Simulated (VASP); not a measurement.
# TiGe (F-43m) in VASP: notebook

Runs on TiGe. Level: PBEsol. Tasks: single point.

Program: VASP 6.6.1. These are calculated values, not measurements. Logs are shortened: lines on timing, memory, paths and dates and some standing lists are left out, and cuts for length are marked.

## Step 1: The cell of the first run

The structure is cubic, space group F-43m (No. 216). The conventional cell has a = 5.713 Å, b = 5.713 Å, c = 5.713 Å, α = 90.00°, β = 90.00°, γ = 90.00°. Ti (site symmetry -43m) has 4 Ge at 2.47 Å within 3.3 Å. Within 3.3 Å of Ge (site symmetry -43m) lie 4 Ti at 2.47 Å.

## Step 2: Single point, PBEsol

INCAR

```
PREC = Accurate
ENCUT = 500
EDIFF = 1E-6
ISMEAR = 0
SIGMA = 0.05
LREAL = False
LASPH = True
NELM = 120
ALGO = Normal
ISIF = 2
LWAVE = False
LCHARG = False
GGA = PS
NBANDS = 20
GGA_COMPAT = False
```

KPOINTS

```
Automatic mesh
0
Gamma
  6 6 6
```

POSCAR

```
TiGe
1.0
    0.0000000000      2.8564981918      2.8564981918
    2.8564981918      0.0000000000      2.8564981918
    2.8564981918      2.8564981918      0.0000000000
Ti Ge
1 1
Direct
    0.0000000000      0.0000000000      0.0000000000
    0.2500000000      0.2500000000      0.2500000000
```

Potentials or basis: VASP PAW PBE potentials, release 64 (Ti_sv, Ge_d).

On the command line:

```console
> cat potpaw_PBE.64/Ti_sv/POTCAR potpaw_PBE.64/Ge_d/POTCAR > POTCAR
> mpirun -np 1 vasp_std > vasp.out
```

OUTCAR:

```text
PREC = Accurate
   ENCUT = 500
   EDIFF = 1E-6
   ISMEAR = 0
   LREAL = False
   LASPH = True
   NELM = 120
   ISIF = 2
   GGA = PS

 ion  position               nearest neighbor table
   1  0.000  0.000  0.000-   2 2.47   2 2.47   2 2.47   2 2.47
   2  0.250  0.250  0.250-   1 2.47   1 2.47   1 2.47   1 2.47

  LATTYP: Found a face centered cubic cell.
 ALAT       =     5.7129963836

  Lattice vectors:

 A1 = (   0.0000000000,   2.8564981918,   2.8564981918)
 A2 = (   2.8564981918,   0.0000000000,   2.8564981918)
 A3 = (   2.8564981918,   2.8564981918,   0.0000000000)

Analysis of symmetry for initial positions (statically):
=====================================================================
 Subroutine PRICEL returns:
 Original cell was already a primitive cell.

 Routine SETGRP: Setting up the symmetry group for a
 face centered cubic supercell.

 Subroutine GETGRP returns: Found 24 space group operations
 (whereof 24 operations were pure point group operations)
 out of a pool of 48 trial point group operations.

The static configuration has the point symmetry T_d .

Analysis of symmetry for dynamics (positions and initial velocities):
=====================================================================
 Subroutine PRICEL returns:
 Original cell was already a primitive cell.

 Routine SETGRP: Setting up the symmetry group for a
 face centered cubic supercell.

 Subroutine GETGRP returns: Found 24 space group operations
 (whereof 24 operations were pure point group operations)
 out of a pool of 48 trial point group operations.

The dynamic configuration has the point symmetry T_d .

 Subroutine INISYM returns: Found 24 space group operations
 (whereof 24 operations are pure point group operations),
 and found     1 'primitive' translations

----------------------------------------------------------------------------------------

                                     Primitive cell

  volume of cell :      46.6157

  direct lattice vectors                    reciprocal lattice vectors
     0.000000000  2.856498192  2.856498192    -0.175039495  0.175039495  0.175039495
     2.856498192  0.000000000  2.856498192     0.175039495 -0.175039495  0.175039495
     2.856498192  2.856498192  0.000000000     0.175039495  0.175039495 -0.175039495

  length of vectors
     4.039698484  4.039698484  4.039698484     0.303177298  0.303177298  0.303177298

  position of ions in fractional coordinates (direct lattice)
     0.000000000  0.000000000  0.000000000
     0.250000000  0.250000000  0.250000000

  ion indices of the primitive-cell ions
   primitive index   ion index
                 1           1
                 2           2

----------------------------------------------------------------------------------------

 KPOINTS: Automatic mesh

Automatic generation of k-mesh.
 Grid dimensions read from file:
 generate k-points for:    6    6    6

 Generating k-lattice:

  Cartesian coordinates                     Fractional coordinates (reciprocal lattice)
    -0.029173249  0.029173249  0.029173249     0.166666667  0.000000000  0.000000000
     0.029173249 -0.029173249  0.029173249     0.000000000  0.166666667  0.000000000
     0.029173249  0.029173249 -0.029173249     0.000000000  0.000000000  0.166666667

  Length of vectors
     0.050529550  0.050529550  0.050529550

  Shift w.r.t. Gamma in fractional coordinates (k-lattice)
     0.000000000  0.000000000  0.000000000

 Subroutine IBZKPT returns following result:
 ===========================================

 Found     16 irreducible k-points:

 Following reciprocal coordinates:
            Coordinates               Weight
  0.000000  0.000000  0.000000      1.000000
  0.166667  0.000000  0.000000      8.000000
  0.333333  0.000000  0.000000      8.000000
  0.500000  0.000000  0.000000      4.000000
  0.166667  0.166667  0.000000      6.000000
  0.333333  0.166667  0.000000     24.000000
[... 8 lines left out ...]
 -0.333333  0.333333  0.166667     24.000000
 -0.333333  0.500000  0.166667     12.000000
   k-points           NKPTS =     16   k-points in BZ     NKDIM =     16   number of bands    NBANDS=     20
   number of dos      NEDOS =    301   number of ions     NIONS =      2
   total plane-waves  NPLWV =  27000
   dimension x,y,z NGX =    30 NGY =   30 NGZ =   30
   dimension x,y,z NGXF=    60 NGYF=   60 NGZF=   60
   ions per type =               1   1
   NGX,Y,Z   is equivalent  to a cutoff of  12.35, 12.35, 12.35 a.u.
   NGXF,Y,Z  is equivalent  to a cutoff of  24.69, 24.69, 24.69 a.u.
 SYSTEM =  unknown system
   PREC   = accura    normal or accurate (medium, high low for compatibility)
   ISTART =      0    job   : 0-new  1-cont  2-samecut
   ICHARG =      2    charge: 1-file 2-atom 10-const
   ISPIN  =      1    spin polarized calculation?
   LNONCOLLINEAR =      F non collinear calculations
   LSORBIT =      F    spin-orbit coupling
   LASPH  =      T    aspherical Exc in radial PAW
   ENCUT  =  500.0 eV  36.75 Ry    6.06 a.u.   7.37  7.37  7.37*2*pi/ulx,y,z
   NELM   =    120;   NELMIN=  2; NELMDL= -5     # of ELM steps
   EDIFF  = 0.1E-05   stopping-criterion for ELM
   LREAL  =      F    real-space projection
   EDIFFG = 0.1E-04   stopping-criterion for IOM
   NSW    =      0    number of steps for IOM
   IBRION =     -1    ionic relax: 0-MD 1-quasi-New 2-CG
   NFREE  =      0    steps in history (QN), initial steepest desc. (CG)
   ISIF   =      2    stress and relaxation
   ISYM   =      2    0-nonsym 1-usesym 2-fastsym
   POTIM  = 0.5000    time-step for ionic-motion
   TEBEG  =    0.0;   TEEND  =   0.0 temperature during run
   PSTRESS=    0.0 pullay stress
   NELECT =      26.0000    total number of electrons
   NUPDOWN=      -1.0000    fix difference up-down
   EMIN   =  10.00;   EMAX   =-10.00  energy-range for DOS
   EFERMI =   0.00;   METHOD = LEGACY
   ISMEAR =     0;   SIGMA  =   0.05  broadening in eV -4-tet -1-fermi 0-gaus
   EFERMI_NEDOS =   21; number of points for ismear=-14 and -15
   IALGO  =     38    algorithm
   IMIX   =      4    mixing-type and parameters
     AMIX     =   0.40;   BMIX     =  1.00
     AMIX_MAG =   1.60;   BMIX_MAG =  1.00
  volume/ion in A,a.u.               =      23.31       157.29
  Fermi-wavevector in a.u.,A,eV,Ry     =   1.347582  2.546561 24.707885  1.815978
  Thomas-Fermi vector in A             =   2.475321
   LORBIT       =      0    0 simple, 1 ext, 2 COOP (PROOUT), +10 PAW based schemes
   GGA     = PS    functional components
   LHFCALC =     F    Hartree Fock is set to
   AEXX    =    0.0000 exact exchange contribution
   IVDW    =     0    specifies the selected vdW correction
   LEPSILON=     F    determine dielectric tensor
   LRPA    =     F    only Hartree local field effects (RPA)
 non-spin polarized calculation
 Gauss-broadening in eV      SIGMA  =   0.05
  energy-cutoff  :      500.00
  volume of cell :       46.62
 maximum number of plane-waves:      1243
 NGX is ok and might be reduce to    30
   NGX = 15   NGY = 15   NGZ = 15

 number of electron      25.9999995 magnetization

 Free energy of the ion-electron system (eV)
  ---------------------------------------------------
  ext. energy  EPLUGINS =         0.00000000
  ---------------------------------------------------
  free energy    TOTEN  =       -12.31871296 eV

  energy without entropy =      -12.31842937  energy(sigma->0) =      -12.31857117

 E-fermi :   4.1532     XC(G=0): -10.0116

 val. band max:        4.0890459212   @ k =   0.5000   0.5000   0.0000
 cond. band min:       4.2054885526   @ k =   0.5000   0.5000   0.0000
 fundamental gap:      0.1164426314
 Fermi energy:         4.1531641904

 k-point     1 :       0.0000    0.0000    0.0000
  band No.  band energies     occupation
      1     -52.6303      2.00000
      2     -28.9937      2.00000
      3     -28.9937      2.00000
      4     -28.9937      2.00000
      5     -18.8764      2.00000
      6     -18.8764      2.00000
[... 12 lines left out ...]
     19      10.6756      0.00000
     20      12.6406      0.00000

 k-point     2 :       0.1667    0.0000    0.0000
  band No.  band energies     occupation
      1     -52.6298      2.00000
      2     -28.9991      2.00000
      3     -28.9943      2.00000
      4     -28.9943      2.00000
      5     -18.8791      2.00000
      6     -18.8772      2.00000
[... 12 lines left out ...]
     19      10.3447      0.00000
     20      12.9555      0.00000

 k-point     3 :       0.3333    0.0000    0.0000
  band No.  band energies     occupation
      1     -52.6290      2.00000
      2     -29.0102      2.00000
      3     -28.9957      2.00000
      4     -28.9957      2.00000
      5     -18.8846      2.00000
      6     -18.8781      2.00000
[... 12 lines left out ...]
     19      10.5893      0.00000
     20      13.4902      0.00000

 k-point     4 :       0.5000    0.0000    0.0000
  band No.  band energies     occupation
      1     -52.6286      2.00000
      2     -29.0157      2.00000
      3     -28.9964      2.00000
      4     -28.9964      2.00000
      5     -18.8874      2.00000
      6     -18.8783      2.00000
[... 12 lines left out ...]
     19      10.4651      0.00000
     20      13.3816      0.00000

 k-point     5 :       0.1667    0.1667    0.0000
  band No.  band energies     occupation
      1     -52.6297      2.00000
      2     -28.9993      2.00000
      3     -28.9954      2.00000
      4     -28.9954      2.00000
      5     -18.8806      2.00000
      6     -18.8771      2.00000
[... 12 lines left out ...]
     19      10.7785      0.00000
     20      12.0465      0.00000
[... 169 lines left out ...]
      6     -18.8793      2.00000
[... 12 lines left out ...]
     19      10.5830      0.00000
     20      11.4715      0.00000

 k-point    14 :       0.5000    0.3333    0.1667
  band No.  band energies     occupation
      1     -52.6285      2.00000
      2     -29.0106      2.00000
      3     -29.0021      2.00000
      4     -28.9981      2.00000
      5     -18.8860      2.00000
      6     -18.8808      2.00000
[... 12 lines left out ...]
     19      11.9345      0.00000
     20      12.4727      0.00000

 k-point    15 :      -0.3333    0.3333    0.1667
  band No.  band energies     occupation
      1     -52.6282      2.00000
      2     -29.0112      2.00000
      3     -29.0050      2.00000
      4     -28.9992      2.00000
      5     -18.8857      2.00000
      6     -18.8833      2.00000
[... 12 lines left out ...]
     19      11.9471      0.00000
     20      13.0889      0.00000

 k-point    16 :      -0.3333    0.5000    0.1667
  band No.  band energies     occupation
      1     -52.6281      2.00000
      2     -29.0125      2.00000
      3     -29.0043      2.00000
      4     -29.0008      2.00000
      5     -18.8877      2.00000
      6     -18.8821      2.00000
[... 12 lines left out ...]
     19      11.6884      0.00000
     20      12.8391      0.00000

------------------------ aborting loop because EDIFF is reached ----------------------------------------

  FORCE on cell =-STRESS in cart. coord.  units (eV):
  Direction    XX          YY          ZZ          XY          YZ          ZX
  --------------------------------------------------------------------------------------
  -------------------------------------------------------------------------------------
  Total        0.5045368      0.5045368      0.5045368      0.0000000      0.0000000      0.0000000
  in kB       17.3408974     17.3408974     17.3408974      0.0000000      0.0000000      0.0000000
  external PRESSURE =      17.3408974 kB  Pullay stress =       0.0000000 kB

 VOLUME and BASIS-vectors are now :
 -----------------------------------------------------------------------------
  energy-cutoff  :      500.00
  volume of cell :       46.62
      direct lattice vectors                 reciprocal lattice vectors
     0.000000000  2.856498192  2.856498192    -0.175039495  0.175039495  0.175039495
     2.856498192  0.000000000  2.856498192     0.175039495 -0.175039495  0.175039495
     2.856498192  2.856498192  0.000000000     0.175039495  0.175039495 -0.175039495

 POSITION                                       TOTAL-FORCE (eV/Angst)
 -----------------------------------------------------------------------------------
      0.00000      0.00000      0.00000         0.000000      0.000000      0.000000
      1.42825      1.42825      1.42825        -0.000000     -0.000000     -0.000000
 -----------------------------------------------------------------------------------
    total drift:                               -0.000001     -0.000001     -0.000001

  FREE ENERGIE OF THE ION-ELECTRON SYSTEM (eV)
  ---------------------------------------------------
  free  energy   TOTEN  =       -12.3187129590 eV

  energy  without entropy=      -12.3184293720  energy(sigma->0) =      -12.31857117
```

Wall time 32 s (1 thread of Intel Xeon 8259CL, shared host); peak memory 0.17 GiB.

Results:

| Quantity | Value |
| --- | --- |
| Free energy | -12.3187 eV |
| Pressure | 1.7 GPa |
| Band gap on the k mesh | 0.12 eV, direct |

Levels at points of the mesh, in eV from the valence-band top:
```csv
k point,band 9,band 10,band 11,band 12,band 13,band 14,band 15,band 16,band 17,band 18
"(0.00, 0.00, 0.00)",-22.95,-8.88,-1.05,-1.05,-1.05,1.09,1.09,5.14,6.59,6.59
"(0.50, 0.00, 0.00)",-22.95,-7.47,-2.77,-0.77,-0.77,1.31,1.31,1.56,4.43,4.43
"(0.50, 0.50, 0.00)",-22.95,-6.98,-2.84,0.00,0.00,0.12,1.49,1.83,2.14,2.14
```

Caveat: the PAW data sets were made with another functional, which shifts forces and pressure a little.

[end of part 1 of 3]
